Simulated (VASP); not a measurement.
# Te (R-3m) in VASP: relaxation of cell and atoms with PBE

Aim: the relaxation of cell and atoms of Te with PBE.

Everything below comes from runs of VASP 6.6.1. Logs are shortened: lines on timing, memory, paths and dates and some standing lists are left out, and cuts for length are marked.

### 1 The cell of the first run

The structure is trigonal, space group R-3m (No. 166). Conventional cell: a = 3.008 Å, b = 3.008 Å, c = 7.408 Å, α = 90.00°, β = 90.00°, γ = 120.00°. Within 4.0 Å of Te (site symmetry -3m) lie 12 Te at 3.01 to 3.02 Å.

### 2 Relaxation of cell and atoms, PBE, target pressure 50 GPa, at which the enthalpy is minimised

INCAR reads:

```
SYSTEM = Te
  PREC = Accurate
  ENCUT = 600
  EDIFF = 1E-6
  ISMEAR = -1
  SIGMA = 0.1
  LREAL = .False.
  LASPH = .True.
  NELM = 80
  ALGO = Normal
  ISIF = 3
  LWAVE = .False.
  LCHARG = .False.
  GGA = PE
  IBRION = 2
  NSW = 32
  EDIFFG = -0.005
  PSTRESS = 500.0
```

KPOINTS reads:

```
Automatic mesh
0
Gamma
  12 12 12
  0 0 0
```

POSCAR reads:

```
Te
1.0
    1.5038989185     -0.8682764454      4.9389712231
    0.0000000000      1.7365528908      4.9389712231
   -1.5038989185     -0.8682764454      4.9389712231
Te
2
Direct
    0.2500001398      0.2500001398      0.2500001398
   -0.2500001398     -0.2500001398     -0.2500001398
```

Potentials or basis: VASP PAW PBE potentials, release 64 (Te).

The run is started by

```sh
$ cat potpaw_PBE.64/Te/POTCAR > POTCAR
$ mpirun -np 1 vasp_std > vasp.out
```

OUTCAR:

```text
SYSTEM = Te
   PREC = Accurate
   ENCUT = 600
   EDIFF = 1E-6
   ISMEAR = -1
   LREAL = .False.
   LASPH = .True.
   NELM = 80
   ISIF = 3
   GGA = PE
   IBRION = 2
   NSW = 32
   EDIFFG = -0.005
   PSTRESS = 500.0

 ion  position               nearest neighbor table
   1  0.250  0.250  0.250-   2 3.02   2 3.02   2 3.02   2 3.02   2 3.02   2 3.02
   2  0.750  0.750  0.750-   1 3.02   1 3.02   1 3.02   1 3.02   1 3.02   1 3.02

  LATTYP: Found a trigonal (rhomboedric) cell.
 ALAT       =     5.2353655732
 COS(alpha) =     0.8349660615

  Lattice vectors:

 A1 = (   1.5038989185,  -0.8682764454,   4.9389712231)
 A2 = (   0.0000000000,   1.7365528908,   4.9389712231)
 A3 = (  -1.5038989185,  -0.8682764454,   4.9389712231)

Analysis of symmetry for initial positions (statically):
=====================================================================
 Subroutine PRICEL returns following result:

  LATTYP: Found a trigonal (rhomboedric) cell.
 ALAT       =     3.0189394809
 COS(alpha) =     0.5036826576

  Lattice vectors:

 A1 = (   0.0000000000,   1.7365528908,  -2.4694897544)
 A2 = (   1.5038989185,  -0.8682764454,  -2.4694814687)
 A3 = (  -1.5038989185,  -0.8682764454,  -2.4694897544)

   2 primitive cells build up your supercell.

 Routine SETGRP: Setting up the symmetry group for a
 trigonal (rhombohedral) supercell.

 Subroutine GETGRP returns: Found 12 space group operations
 (whereof 12 operations were pure point group operations)
 out of a pool of 12 trial point group operations.

The static configuration has the point symmetry D_3d.

Analysis of symmetry for dynamics (positions and initial velocities):
=====================================================================
 Subroutine PRICEL returns following result:

  LATTYP: Found a trigonal (rhomboedric) cell.
 ALAT       =     3.0189394809
 COS(alpha) =     0.5036826576

  Lattice vectors:

 A1 = (   0.0000000000,   1.7365528908,  -2.4694897544)
 A2 = (   1.5038989185,  -0.8682764454,  -2.4694814687)
 A3 = (  -1.5038989185,  -0.8682764454,  -2.4694897544)

   2 primitive cells build up your supercell.

 Routine SETGRP: Setting up the symmetry group for a
 trigonal (rhombohedral) supercell.

 Subroutine GETGRP returns: Found 12 space group operations
 (whereof 12 operations were pure point group operations)
 out of a pool of 12 trial point group operations.

The dynamic configuration has the point symmetry D_3d.

 Subroutine INISYM returns: Found 12 space group operations
 (whereof 12 operations are pure point group operations),
 and found     2 'primitive' translations

----------------------------------------------------------------------------------------

                                     Primitive cell

  volume of cell :      19.3479

  direct lattice vectors                    reciprocal lattice vectors
     0.000000000  1.736552891 -2.469489754     0.000000372  0.383902096 -0.134980801
     1.503898918 -0.868276445 -2.469481469     0.332469525 -0.191951370 -0.134980801
    -1.503898919 -0.868276445 -2.469489754    -0.332468781 -0.191951370 -0.134980801

  length of vectors
     3.018939481  3.018932703  3.018939481     0.406940580  0.406941188  0.406940580

  position of ions in fractional coordinates (direct lattice)
     0.500000000  0.500000000  0.500000000

  ion indices of the primitive-cell ions
   primitive index   ion index
                 1           1

----------------------------------------------------------------------------------------

 KPOINTS: Automatic mesh

Automatic generation of k-mesh.
 Grid dimensions read from file:
 generate k-points for:   12   12   12

 Generating k-lattice:

  Cartesian coordinates                     Fractional coordinates (reciprocal lattice)
     0.027705763 -0.015995930  0.005624203     0.083333333  0.000000000  0.000000000
     0.000000000  0.031991859  0.005624203     0.000000000  0.083333333  0.000000000
    -0.027705763 -0.015995930  0.005624203     0.000000000  0.000000000  0.083333333

  Length of vectors
     0.032482468  0.032482468  0.032482468

  Shift w.r.t. Gamma in fractional coordinates (k-lattice)
     0.000000000  0.000000000  0.000000000

 Subroutine IBZKPT returns following result:
 ===========================================

 Found    189 irreducible k-points:

 Following reciprocal coordinates:
            Coordinates               Weight
  0.000000  0.000000  0.000000      1.000000
  0.083333  0.000000 -0.000000      6.000000
  0.166667 -0.000000 -0.000000      6.000000
  0.250000  0.000000 -0.000000      6.000000
  0.333333  0.000000 -0.000000      6.000000
  0.416667  0.000000 -0.000000      6.000000
[... 16 lines left out ...]
  0.500000  0.166667 -0.000000     12.000000
 -0.416667  0.166667  0.000000     12.000000
 [... further k-points ...]
   k-points           NKPTS =    189   k-points in BZ     NKDIM =    189   number of bands    NBANDS=     10
   number of dos      NEDOS =    301   number of ions     NIONS =      2
   total plane-waves  NPLWV =  74088
   dimension x,y,z NGX =    42 NGY =   42 NGZ =   42
   dimension x,y,z NGXF=    84 NGYF=   84 NGZF=   84
   ions per type =               2
   NGX,Y,Z   is equivalent  to a cutoff of  13.34, 13.34, 13.34 a.u.
   NGXF,Y,Z  is equivalent  to a cutoff of  26.67, 26.67, 26.67 a.u.
 SYSTEM =  Te
   PREC   = accura    normal or accurate (medium, high low for compatibility)
   ISTART =      0    job   : 0-new  1-cont  2-samecut
   ICHARG =      2    charge: 1-file 2-atom 10-const
   ISPIN  =      1    spin polarized calculation?
   LNONCOLLINEAR =      F non collinear calculations
   LSORBIT =      F    spin-orbit coupling
   LASPH  =      T    aspherical Exc in radial PAW
   ENCUT  =  600.0 eV  44.10 Ry    6.64 a.u.  10.46 10.46 10.46*2*pi/ulx,y,z
   NELM   =     80;   NELMIN=  2; NELMDL= -5     # of ELM steps
   EDIFF  = 0.1E-05   stopping-criterion for ELM
   LREAL  =      F    real-space projection
   EDIFFG = -.5E-02   stopping-criterion for IOM
   NSW    =     32    number of steps for IOM
   IBRION =      2    ionic relax: 0-MD 1-quasi-New 2-CG
   NFREE  =      1    steps in history (QN), initial steepest desc. (CG)
   ISIF   =      3    stress and relaxation
   ISYM   =      2    0-nonsym 1-usesym 2-fastsym
   POTIM  = 0.5000    time-step for ionic-motion
   TEBEG  =    0.0;   TEEND  =   0.0 temperature during run
   PSTRESS=  500.0 pullay stress
   NELECT =      12.0000    total number of electrons
   NUPDOWN=      -1.0000    fix difference up-down
   EMIN   =  10.00;   EMAX   =-10.00  energy-range for DOS
   EFERMI =   0.00;   METHOD = LEGACY
   ISMEAR =    -1;   SIGMA  =   0.10  broadening in eV -4-tet -1-fermi 0-gaus
   EFERMI_NEDOS =   21; number of points for ismear=-14 and -15
   IALGO  =     38    algorithm
   IMIX   =      4    mixing-type and parameters
     AMIX     =   0.40;   BMIX     =  1.00
     AMIX_MAG =   1.60;   BMIX_MAG =  1.00
  volume/ion in A,a.u.               =      19.35       130.57
  Fermi-wavevector in a.u.,A,eV,Ry     =   1.108104  2.094013 16.706512  1.227894
  Thomas-Fermi vector in A             =   2.244627
   LORBIT       =      0    0 simple, 1 ext, 2 COOP (PROOUT), +10 PAW based schemes
   GGA     = PE    functional components
   LHFCALC =     F    Hartree Fock is set to
   AEXX    =    0.0000 exact exchange contribution
   IVDW    =     0    specifies the selected vdW correction
   LEPSILON=     F    determine dielectric tensor
   LRPA    =     F    only Hartree local field effects (RPA)
 conjugate gradient relaxation of ions
 non-spin polarized calculation
  energy-cutoff  :      600.00
  volume of cell :       38.70
 maximum number of plane-waves:      1311
 NGX is ok and might be reduce to    42
   NGX = 21   NGY = 21   NGZ = 21

 number of electron      11.9999999 magnetization

 Free energy of the ion-electron system (eV)
  ---------------------------------------------------
  ext. energy  EPLUGINS =         0.00000000
  ---------------------------------------------------
  free energy    TOTEN  =        -3.53889115 eV

  energy without entropy =       -3.49638390  energy(sigma->0) =       -3.51763752

 E-fermi :  14.1584     XC(G=0): -11.8900

 val. band max:       14.1556016173   @ k =  -0.3333  -0.4167   0.2500
 cond. band min:      14.1809355952   @ k =   0.5000   0.2500   0.1667
 fundamental gap:      0.0253339779
 Fermi energy:        14.1584493344

 k-point     1 :       0.0000    0.0000    0.0000
  band No.  band energies     occupation
      1      -3.5440      2.00000
      2       1.6030      2.00000
      3       4.7708      2.00000
      4      17.3626      0.00000
      5      17.3626      0.00000
      6      19.5625      0.00000
      7      19.7196      0.00000
      8      19.7196      0.00000
      9      23.1648      0.00000
     10      23.3128      0.00000

 k-point     2 :       0.0833    0.0000   -0.0000
  band No.  band energies     occupation
      1      -3.3800      2.00000
      2       1.7120      2.00000
      3       4.9813      2.00000
      4      15.9197      0.00000
      5      16.9918      0.00000
      6      18.4079      0.00000
      7      19.0637      0.00000
      8      19.3888      0.00000
      9      21.5642      0.00000
     10      22.6279      0.00000

 k-point     3 :       0.1667   -0.0000   -0.0000
  band No.  band energies     occupation
      1      -2.8883      2.00000
      2       2.0416      2.00000
      3       5.6018      2.00000
      4      13.2078      1.99985
      5      15.9379      0.00000
      6      16.2011      0.00000
      7      17.8053      0.00000
      8      18.7068      0.00000
      9      20.3785      0.00000
     10      21.9091      0.00000
[... 248 lines left out ...]
 k-point    23 :       0.5000    0.1667   -0.0000
  band No.  band energies     occupation
      1       1.1117      2.00000
      2       3.3412      2.00000
      3       6.6600      2.00000
      4       9.6082      2.00000
      5      10.3031      2.00000
      6      10.8581      2.00000
      7      12.5200      2.00000
      8      13.8796      1.88409
      9      22.1906      0.00000
     10      22.2767      0.00000

 k-point    24 :      -0.4167    0.1667    0.0000
  band No.  band energies     occupation
      1       2.3168      2.00000
      2       2.7158      2.00000
      3       7.1444      2.00000
      4       8.2353      2.00000
      5       9.9695      2.00000
      6      10.9504      2.00000
      7      12.0978      2.00000
      8      13.8325      1.92604
      9      21.9202      0.00000
     10      22.2430      0.00000

 [... further k-points ...]
[... 5 lines left out ...]
  --------------------------------------------------------------------------------------
  -------------------------------------------------------------------------------------
  Total       12.0694401     12.0694401     12.0713339     -0.0000000     -0.0000000      0.0000000
  in kB      499.7275490    499.7275490    499.8059614     -0.0000000     -0.0000000      0.0000000
  external PRESSURE =      -0.2463135 kB  Pullay stress =     500.0000000 kB

 VOLUME and BASIS-vectors are now :
 -----------------------------------------------------------------------------
  energy-cutoff  :      600.00
  volume of cell :       38.70
      direct lattice vectors                 reciprocal lattice vectors
     1.503898919 -0.868276445  4.938971223     0.332469153 -0.191951155  0.067490438
     0.000000000  1.736552891  4.938971223     0.000000000  0.383902310  0.067490438
    -1.503898919 -0.868276445  4.938971223    -0.332469153 -0.191951155  0.067490438

 POSITION                                       TOTAL-FORCE (eV/Angst)
 -----------------------------------------------------------------------------------
      0.00000      0.00000      3.70423         0.000000      0.000000      0.000000
      0.00000      0.00000     11.11268         0.000000      0.000000     -0.000000
 -----------------------------------------------------------------------------------
    total drift:                               -0.000000      0.000000     -0.000000

  FREE ENERGIE OF THE ION-ELECTRON SYSTEM (eV)
  ---------------------------------------------------
  free  energy   TOTEN  =        -3.5388911498 eV

  energy  without entropy=       -3.4963838989  energy(sigma->0) =       -3.51763752

  enthalpy is  TOTEN    =         8.5371291594 eV   P V=       12.0760203092

 reached required accuracy - stopping structural energy minimisation
```

Wall time 90 s (1 thread of AMD EPYC 9R45 (Zen 5), shared host); peak memory 0.27 GiB.

What came out:

```yaml
Free_energy: -3.5389 eV
Pressure_after_relaxing: 50.0 GPa
Band_gap_on_the_k_mesh: zero (band 6 reaches 19.56 eV, above the bottom of band 7 at 10.44 eV)
```

Final structure:
```cif
data_structure
_symmetry_space_group_name_H-M 'P 1'
_symmetry_Int_Tables_number 1
_cell_length_a 5.2354
_cell_length_b 5.2354
_cell_length_c 5.2354
_cell_angle_alpha 33.388
_cell_angle_beta 33.388
_cell_angle_gamma 33.388
_cell_volume 38.70
loop_
_atom_site_label
_atom_site_type_symbol
_atom_site_fract_x
_atom_site_fract_y
_atom_site_fract_z
_atom_site_occupancy
Te1 Te 0.25000 0.25000 0.25000 1
Te2 Te 0.75000 0.75000 0.75000 1
```

Caveat: the relaxation stopped at its first step, so nothing moved; the cell is relaxed towards a set pressure, so the enthalpy falls and the energy may rise; spin-orbit coupling is left out, which moves the levels of the heavy elements.
